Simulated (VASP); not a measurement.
# Mg3CdTe4 (P3m1) in VASP: further runs

Mg3CdTe4 is run at these levels: PBE; tasks: single point, relaxation of cell and atoms.

All numbers are computed with VASP 6.6.1; they aren't measurements. Logs are shortened: lines on timing, memory, paths and dates and some standing lists are left out, and cuts for length are marked.

## Step 1: The cell of the first run

It takes space group P3m1 (No. 156, trigonal). The conventional cell has a = 4.628 Å, b = 4.628 Å, c = 15.072 Å, α = 90.00°, β = 90.00°, γ = 120.00°. Mg (site symmetry 3m) has 4 Te at 2.82 Å within 3.7 Å. Within 3.7 Å of Mg (site symmetry 3m) lie 4 Te at 2.82 to 2.83 Å. Within 3.7 Å of Mg (site symmetry 3m) lie 4 Te at 2.82 to 2.83 Å. Cd (site symmetry 3m) has 4 Te at 2.85 to 2.87 Å within 3.8 Å. Te (site symmetry 3m) has 4 Mg at 2.82 Å within 3.7 Å. Within 3.7 Å of Te (site symmetry 3m) lie 3 Mg at 2.82 Å and 1 Cd at 2.87 Å. Te (site symmetry 3m) has 1 Mg at 2.83 Å and 3 Cd at 2.85 Å within 3.7 Å. Te (site symmetry 3m) has 4 Mg at 2.82 to 2.83 Å within 3.7 Å.

## Step 2: Single point, PBE

File INCAR:

```
SYSTEM = Mg3CdTe4
PREC = Accurate
ENCUT = 520
EDIFF = 1E-7
ISMEAR = 0
SIGMA = 0.02
LREAL = .FALSE.
LASPH = .TRUE.
NELM = 60
ALGO = Normal
ISIF = 2
LWAVE = .FALSE.
LCHARG = .FALSE.
GGA = PE
NBANDS = 31
```

File KPOINTS:

```
Automatic mesh
0
G
  6 6 2
  0 0 0
```

File POSCAR:

```
Mg3CdTe4
1.0
    4.6276306512      0.0000000000      0.0000000000
   -2.3138153256      4.0076457033      0.0000000000
    0.0000000000      0.0000000000     15.0715452325
Mg Cd Te
3 1 4
Direct
    0.3333333333      0.6666666667      0.9993759391
    0.6666666667      0.3333333333      0.2470149584
    0.6666666667      0.3333333333      0.7511783596
    0.3333333333      0.6666666667      0.5011745842
    0.3333333333      0.6666666667      0.1867020174
    0.3333333333      0.6666666667      0.6912795809
    0.6666666667      0.3333333333      0.4346272800
    0.6666666667      0.3333333333      0.9386472404
```

Potentials or basis: VASP PAW PBE potentials, release 64 (Mg, Cd, Te).

The run is started by

```console
cat potpaw_PBE.64/Mg/POTCAR potpaw_PBE.64/Cd/POTCAR potpaw_PBE.64/Te/POTCAR > POTCAR
mpirun -np 1 vasp_std > vasp.out
```

OUTCAR:

```text
SYSTEM = Mg3CdTe4
   PREC = Accurate
   ENCUT = 520
   EDIFF = 1E-7
   ISMEAR = 0
   LREAL = .FALSE.
   LASPH = .TRUE.
   NELM = 60
   ISIF = 2
   GGA = PE

 ion  position               nearest neighbor table
   1  0.333  0.667  0.999-   5 2.82   8 2.82   8 2.82   8 2.82
   2  0.667  0.333  0.247-   5 2.82   5 2.82   5 2.82   7 2.83
   3  0.667  0.333  0.751-   6 2.82   6 2.82   6 2.82   8 2.83
   4  0.333  0.667  0.501-   7 2.85   7 2.85   7 2.85   6 2.87
   5  0.333  0.667  0.187-   2 2.82   2 2.82   2 2.82   1 2.82
   6  0.333  0.667  0.691-   3 2.82   3 2.82   3 2.82   4 2.87
   7  0.667  0.333  0.435-   2 2.83   4 2.85   4 2.85   4 2.85
   8  0.667  0.333  0.939-   1 2.82   1 2.82   1 2.82   3 2.83

  LATTYP: Found a hexagonal cell.
 ALAT       =     4.6276306512
 C/A-ratio  =     3.2568600151

  Lattice vectors:

 A1 = (   4.6276306512,   0.0000000000,   0.0000000000)
 A2 = (  -2.3138153256,   4.0076457033,   0.0000000000)
 A3 = (   0.0000000000,   0.0000000000,  15.0715452325)

Analysis of symmetry for initial positions (statically):
=====================================================================
 Subroutine PRICEL returns:
 Original cell was already a primitive cell.

 Routine SETGRP: Setting up the symmetry group for a
 hexagonal supercell.

 Subroutine GETGRP returns: Found  6 space group operations
 (whereof  6 operations were pure point group operations)
 out of a pool of 24 trial point group operations.

The static configuration has the point symmetry C_3v.

Analysis of symmetry for dynamics (positions and initial velocities):
=====================================================================
 Subroutine PRICEL returns:
 Original cell was already a primitive cell.

 Routine SETGRP: Setting up the symmetry group for a
 hexagonal supercell.

 Subroutine GETGRP returns: Found  6 space group operations
 (whereof  6 operations were pure point group operations)
 out of a pool of 24 trial point group operations.

The dynamic configuration has the point symmetry C_3v.

 Subroutine INISYM returns: Found  6 space group operations
 (whereof  6 operations are pure point group operations),
 and found     1 'primitive' translations

----------------------------------------------------------------------------------------

                                     Primitive cell

  volume of cell :     279.5154

  direct lattice vectors                    reciprocal lattice vectors
     4.627630651  0.000000000  0.000000000     0.216093305  0.124761528  0.000000000
    -2.313815326  4.007645703  0.000000000     0.000000000  0.249523055  0.000000000
     0.000000000  0.000000000 15.071545233     0.000000000  0.000000000  0.066350197

  length of vectors
     4.627630651  4.627630651 15.071545233     0.249523055  0.249523055  0.066350197

  position of ions in fractional coordinates (direct lattice)
     0.333333333  0.666666667  0.999375939
     0.666666667  0.333333333  0.247014958
     0.666666667  0.333333333  0.751178360
     0.333333333  0.666666667  0.501174584
     0.333333333  0.666666667  0.186702017
     0.333333333  0.666666667  0.691279581
     0.666666667  0.333333333  0.434627280
     0.666666667  0.333333333  0.938647240

  ion indices of the primitive-cell ions
   primitive index   ion index
                 1           1
                 2           2
                 3           3
                 4           4
                 5           5
                 6           6
                 7           7
                 8           8

----------------------------------------------------------------------------------------

 KPOINTS: Automatic mesh

Automatic generation of k-mesh.
 Grid dimensions read from file:
 generate k-points for:    6    6    2

 Generating k-lattice:

  Cartesian coordinates                     Fractional coordinates (reciprocal lattice)
     0.036015551  0.020793588  0.000000000     0.166666667 -0.000000000  0.000000000
     0.000000000  0.041587176  0.000000000     0.000000000  0.166666667  0.000000000
     0.000000000  0.000000000  0.033175099     0.000000000  0.000000000  0.500000000

  Length of vectors
     0.041587176  0.041587176  0.033175099

  Shift w.r.t. Gamma in fractional coordinates (k-lattice)
     0.000000000  0.000000000  0.000000000

 Subroutine IBZKPT returns following result:
 ===========================================

 Found     14 irreducible k-points:

 Following reciprocal coordinates:
            Coordinates               Weight
  0.000000  0.000000  0.000000      1.000000
  0.166667 -0.000000  0.000000      6.000000
  0.333333  0.000000  0.000000      6.000000
  0.500000  0.000000  0.000000      3.000000
  0.166667  0.166667  0.000000      6.000000
  0.333333  0.166667  0.000000     12.000000
  0.333333  0.333333  0.000000      2.000000
  0.000000  0.000000  0.500000      1.000000
  0.166667 -0.000000  0.500000      6.000000
  0.333333  0.000000  0.500000      6.000000
  0.500000  0.000000  0.500000      3.000000
  0.166667  0.166667  0.500000      6.000000
  0.333333  0.166667  0.500000     12.000000
  0.333333  0.333333  0.500000      2.000000
   k-points           NKPTS =     14   k-points in BZ     NKDIM =     14   number of bands    NBANDS=     31
   number of dos      NEDOS =    301   number of ions     NIONS =      8
   total plane-waves  NPLWV = 145152
   dimension x,y,z NGX =    36 NGY =   36 NGZ =  112
   dimension x,y,z NGXF=    72 NGYF=   72 NGZF=  224
   ions per type =               3   1   4
   NGX,Y,Z   is equivalent  to a cutoff of  12.93, 12.93, 12.35 a.u.
   NGXF,Y,Z  is equivalent  to a cutoff of  25.87, 25.87, 24.71 a.u.
 SYSTEM =  Mg3CdTe4
   PREC   = accura    normal or accurate (medium, high low for compatibility)
   ISTART =      0    job   : 0-new  1-cont  2-samecut
   ICHARG =      2    charge: 1-file 2-atom 10-const
   ISPIN  =      1    spin polarized calculation?
   LNONCOLLINEAR =      F non collinear calculations
   LSORBIT =      F    spin-orbit coupling
   LASPH  =      T    aspherical Exc in radial PAW
   ENCUT  =  520.0 eV  38.22 Ry    6.18 a.u.   8.60  8.60 28.02*2*pi/ulx,y,z
   NELM   =     60;   NELMIN=  2; NELMDL= -5     # of ELM steps
   EDIFF  = 0.1E-06   stopping-criterion for ELM
   LREAL  =      F    real-space projection
   EDIFFG = 0.1E-05   stopping-criterion for IOM
   NSW    =      0    number of steps for IOM
   IBRION =     -1    ionic relax: 0-MD 1-quasi-New 2-CG
   NFREE  =      0    steps in history (QN), initial steepest desc. (CG)
   ISIF   =      2    stress and relaxation
   ISYM   =      2    0-nonsym 1-usesym 2-fastsym
   POTIM  = 0.5000    time-step for ionic-motion
   TEBEG  =    0.0;   TEEND  =   0.0 temperature during run
   PSTRESS=    0.0 pullay stress
   NELECT =      42.0000    total number of electrons
   NUPDOWN=      -1.0000    fix difference up-down
   EMIN   =  10.00;   EMAX   =-10.00  energy-range for DOS
   EFERMI =   0.00;   METHOD = LEGACY
   ISMEAR =     0;   SIGMA  =   0.02  broadening in eV -4-tet -1-fermi 0-gaus
   EFERMI_NEDOS =   21; number of points for ismear=-14 and -15
   IALGO  =     38    algorithm
   IMIX   =      4    mixing-type and parameters
     AMIX     =   0.40;   BMIX     =  1.00
     AMIX_MAG =   1.60;   BMIX_MAG =  1.00
  volume/ion in A,a.u.               =      34.94       235.78
  Fermi-wavevector in a.u.,A,eV,Ry     =   0.870341  1.644706 10.306319  0.757493
  Thomas-Fermi vector in A             =   1.989292
   LORBIT       =      0    0 simple, 1 ext, 2 COOP (PROOUT), +10 PAW based schemes
   GGA     = PE    functional components
   LHFCALC =     F    Hartree Fock is set to
   AEXX    =    0.0000 exact exchange contribution
   IVDW    =     0    specifies the selected vdW correction
   LEPSILON=     F    determine dielectric tensor
   LRPA    =     F    only Hartree local field effects (RPA)
 non-spin polarized calculation
 Gauss-broadening in eV      SIGMA  =   0.02
  energy-cutoff  :      520.00
  volume of cell :      279.52
 maximum number of plane-waves:      7580
 NGX is ok and might be reduce to    36
   NGX = 17   NGY = 17   NGZ = 57

 number of electron      42.0000004 magnetization

 Free energy of the ion-electron system (eV)
  ---------------------------------------------------
  ext. energy  EPLUGINS =         0.00000000
  ---------------------------------------------------
  free energy    TOTEN  =       -24.00551113 eV

  energy without entropy =      -24.00551113  energy(sigma->0) =      -24.00551113

 E-fermi :   2.0337     XC(G=0):  -7.8968

 val. band max:        1.9298348700   @ k =   0.0000   0.0000   0.0000
 cond. band min:       3.5142092334   @ k =   0.0000   0.0000   0.0000
 fundamental gap:      1.5843743634
 Fermi energy:         2.0336831974

 k-point     1 :       0.0000    0.0000    0.0000
  band No.  band energies     occupation
      1      -8.5767      2.00000
      2      -8.3733      2.00000
      3      -8.2750      2.00000
      4      -8.0115      2.00000
      5      -5.9242      2.00000
      6      -5.9242      2.00000
[... 23 lines left out ...]
     30       7.1066      0.00000
     31       7.1766      0.00000

 k-point     2 :       0.1667   -0.0000    0.0000
  band No.  band energies     occupation
      1      -8.4857      2.00000
      2      -8.2965      2.00000
      3      -8.1905      2.00000
      4      -7.9532      2.00000
      5      -5.9059      2.00000
      6      -5.8804      2.00000
[... 23 lines left out ...]
     30       7.1819      0.00000
     31       7.5514      0.00000

 k-point     3 :       0.3333    0.0000    0.0000
  band No.  band energies     occupation
      1      -8.3028      2.00000
      2      -8.1170      2.00000
      3      -8.0042      2.00000
      4      -7.8408      2.00000
      5      -5.8731      2.00000
      6      -5.8052      2.00000
[... 363 lines left out ...]
     30       7.2175      0.00000
     31       7.3880      0.00000

 k-point    14 :       0.3333    0.3333    0.5000
  band No.  band energies     occupation
      1      -8.1808      2.00000
      2      -7.9408      2.00000
      3      -7.8113      2.00000
      4      -7.8046      2.00000
      5      -5.8640      2.00000
      6      -5.7570      2.00000
[... 23 lines left out ...]
     30       7.9346      0.00000
     31       7.9605      0.00000

------------------------ aborting loop because EDIFF is reached ----------------------------------------

  FORCE on cell =-STRESS in cart. coord.  units (eV):
  Direction    XX          YY          ZZ          XY          YZ          ZX
  --------------------------------------------------------------------------------------
  -------------------------------------------------------------------------------------
  Total        0.0167301      0.0167301      0.0257730      0.0000000     -0.0000000      0.0000000
  in kB        0.0958966      0.0958966      0.1477303      0.0000000     -0.0000000      0.0000000
  external PRESSURE =       0.1131745 kB  Pullay stress =       0.0000000 kB

 VOLUME and BASIS-vectors are now :
 -----------------------------------------------------------------------------
  energy-cutoff  :      520.00
  volume of cell :      279.52
      direct lattice vectors                 reciprocal lattice vectors
     4.627630651  0.000000000  0.000000000     0.216093305  0.124761528  0.000000000
    -2.313815326  4.007645703  0.000000000     0.000000000  0.249523055  0.000000000
     0.000000000  0.000000000 15.071545233     0.000000000  0.000000000  0.066350197

 POSITION                                       TOTAL-FORCE (eV/Angst)
 -----------------------------------------------------------------------------------
     -0.00000      2.67176     15.06214         0.000000     -0.000000      0.000269
      2.31382      1.33588      3.72290         0.000000     -0.000000      0.001954
      2.31382      1.33588     11.32142         0.000000     -0.000000      0.000874
     -0.00000      2.67176      7.55348        -0.000000      0.000000      0.001258
     -0.00000      2.67176      2.81389         0.000000     -0.000000     -0.001263
     -0.00000      2.67176     10.41865         0.000000     -0.000000      0.017673
      2.31382      1.33588      6.55050         0.000000     -0.000000     -0.019649
      2.31382      1.33588     14.14686         0.000000     -0.000000     -0.001116
 -----------------------------------------------------------------------------------
    total drift:                               -0.000000      0.000000     -0.000371

  FREE ENERGIE OF THE ION-ELECTRON SYSTEM (eV)
  ---------------------------------------------------
  free  energy   TOTEN  =       -24.0055111301 eV

  energy  without entropy=      -24.0055111301  energy(sigma->0) =      -24.00551113
```

It took 3.5 min on 1 thread of Intel Xeon 8259CL, shared host; peak memory 0.44 GiB.

What came out:

```
Free energy            : -24.0055 eV
Pressure               : 0.0 GPa
Largest force          : 0.020 eV/Å
Band gap on the k mesh : 1.58 eV
```

Forces on the atoms (eV/Å):
```
Mg   0.000  0.000  0.000
Mg   0.000  0.000  0.002
Mg   0.000  0.000  0.001
Cd   0.000  0.000  0.001
Te   0.000  0.000 -0.001
Te   0.000  0.000  0.018
Te   0.000  0.000 -0.020
Te   0.000  0.000 -0.001
```

Caveat: spin-orbit coupling is left out, which moves the levels of the heavy elements. A k mesh can miss the band edges.

## Step 3: Relaxation of cell and atoms, PBE

This run uses another cell than the first one, of 26.66 Å³/atom.

File INCAR:

```
PREC = Accurate
ENCUT = 600
EDIFF = 1E-7
ISMEAR = 0
SIGMA = 0.1
LREAL = False
LASPH = True
NELM = 80
ALGO = Normal
ISIF = 3
LWAVE = False
LCHARG = False
GGA = PE
IBRION = 2
NSW = 90
EDIFFG = -0.04
```

File KPOINTS:

```
regular mesh
0
Gamma
  6 6 2
```

File POSCAR:

```
Mg3CdTe4
1.0
    4.2178922800      0.0000000000      0.0000000000
   -2.1089461400      3.6528018600      0.0000000000
    0.0000000000      0.0000000000     13.8417407900
Mg Cd Te
3 1 4
Direct
    0.3333333300      0.6666666700      0.0001822800
    0.6666666700      0.3333333300      0.2501822800
    0.6666666700      0.3333333300      0.7501822800
    0.3333333300      0.6666666700      0.5001822800
    0.3333333300      0.6666666700      0.1873177100
    0.3333333300      0.6666666700      0.6873177100
    0.6666666700      0.3333333300      0.4373177100
    0.6666666700      0.3333333300      0.9373177100
```

Potentials or basis: VASP PAW PBE potentials, release 64 (Mg, Cd, Te).

The run is started by

```console
cat potpaw_PBE.64/Mg/POTCAR potpaw_PBE.64/Cd/POTCAR potpaw_PBE.64/Te/POTCAR > POTCAR
mpirun -np 1 vasp_std > vasp.out
```

Run time: 24 min. Hardware: 1 thread of Intel Xeon 8259CL, shared host; peak memory 0.47 GiB.

The run converged. Its results:

```yaml
Free_energy: -24.0020 eV
Relaxed_volume: 34.96 Å³/atom
Relaxed_cell: a = 4.629 Å, b = 4.629 Å, c = 15.073 Å, α = 90.00°, β = 90.00°, γ = 120.00°
Space_group_after_relaxing_to_0.1_Å: P3m1 (No. 156)
Energy_gained_by_relaxing: 347.3 meV/atom
Ionic_steps: 11
Pressure_after_relaxing: 0.0 GPa
Largest_force_after_relaxing: 0.029 eV/Å
Band_gap_on_the_k_mesh: 1.58 eV
```

Forces on the atoms (eV/Å):
```
Mg   0.000  0.000 -0.014
Mg   0.000  0.000 -0.001
Mg   0.000  0.000  0.029
Cd   0.000  0.000  0.002
Te   0.000  0.000 -0.012
Te   0.000  0.000 -0.012
Te   0.000  0.000  0.002
Te   0.000  0.000  0.006
```

The path:
```csv
step,energy change (eV),largest force (eV/Å),pressure (GPa),volume (Å³)
1,0.0000,0.8056,16.91,213.26
2,-2.4341,0.1461,-3.00,312.43
3,-2.7720,0.1421,0.17,278.40
4,-2.7727,0.1427,-0.03,280.01
5,-2.7741,0.1176,-0.03,279.98
6,-2.7767,0.0781,-0.03,279.91
7,-2.7752,0.1224,-0.02,279.76
8,-2.7772,0.0861,-0.03,279.86
9,-2.7782,0.0416,0.03,279.40
10,-2.7783,0.0417,0.03,279.35
11,-2.7786,0.0292,-0.02,279.72
```

Final structure:
```
Mg Cd Te
1.0
     4.62913    0.00000    0.00000
    -2.31456    4.00894    0.00000
     0.00000    0.00000   15.07277
Mg Cd Te
3 1 4
Direct
  0.33333 0.66667 0.99961
  0.66667 0.33333 0.24701
  0.66667 0.33333 0.75077
  0.33333 0.66667 0.50120
  0.33333 0.66667 0.18698
  0.33333 0.66667 0.69149
  0.66667 0.33333 0.43446
  0.66667 0.33333 0.93847
```

Levels at points of the mesh, in eV from the valence-band top:
```csv
k point,band 19,band 20,band 21,band 22,band 23,band 24
"(0.00, 0.00, 0.00)",-0.17,0.00,0.00,1.58,2.43,2.84
"(0.50, 0.00, 0.00)",-1.07,-1.06,-0.64,2.50,2.90,2.96
"(0.00, 0.00, 0.50)",-0.40,-0.01,-0.01,1.96,2.68,2.71
"(0.50, 0.00, 0.50)",-0.94,-0.87,-0.73,2.43,2.90,2.98
```

Caveat: the volume moved by over 15 % at a fixed basis, so the end points are rough; spin-orbit coupling is left out, which moves the levels of the heavy elements. A k mesh can miss the band edges.

[end of part 1 of 2]
